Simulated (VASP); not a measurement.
Runs of VASP 6.6.1 on Si5Ge. The structure is that of space group Pmmm (No. 47), or close to it. The cells are those of the table. 

```tsv
task	cell	k mesh	cutoff (eV)	gap on the mesh (eV)	pressure (GPa)	relaxed volume (Å³/atom)	largest force (eV/Å)
single point	a = 3.028, b = 3.460, c = 8.918 Å, 6 atoms	6 × 6 × 2	520	none	-0.1	-	(b)
relaxation of cell and atoms	relaxed from a = 2.821, b = 3.990, c = 8.464 Å, 6 atoms	6 × 4 × 2	600	-	0.0	(a)	0.02
single point	a = 2.837, b = 3.685, c = 8.896 Å, 6 atoms	6 × 4 × 2	520	none	0.0	-	0.02
relaxation of cell and atoms	relaxed from a = 2.837, b = 3.685, c = 8.896 Å, 6 atoms	6 × 6 × 2	600	-	-0.2	15.60	0.02
single point	a = 2.821, b = 3.990, c = 8.464 Å, 6 atoms	6 × 4 × 2	520	none	-2.3	-	0.53
```

Alike in all rows: level PBE; potentials or basis VASP PAW PBE potentials, release 64 (Si, Ge_d); no spin polarisation; smearing gaussian 0.1 eV.

**Question.** Estimate the missing entries.

**Answer.** (a) 15.51; (b) 0.01.

Caveats: some runs use coarse meshes; the bands computed are all filled at some k points, so no gap is given (some runs).

A k mesh can miss the band edges, and the runs leave out spin-orbit coupling on Ge.

A gap of «none» marks levels without a gap at the run's occupations.
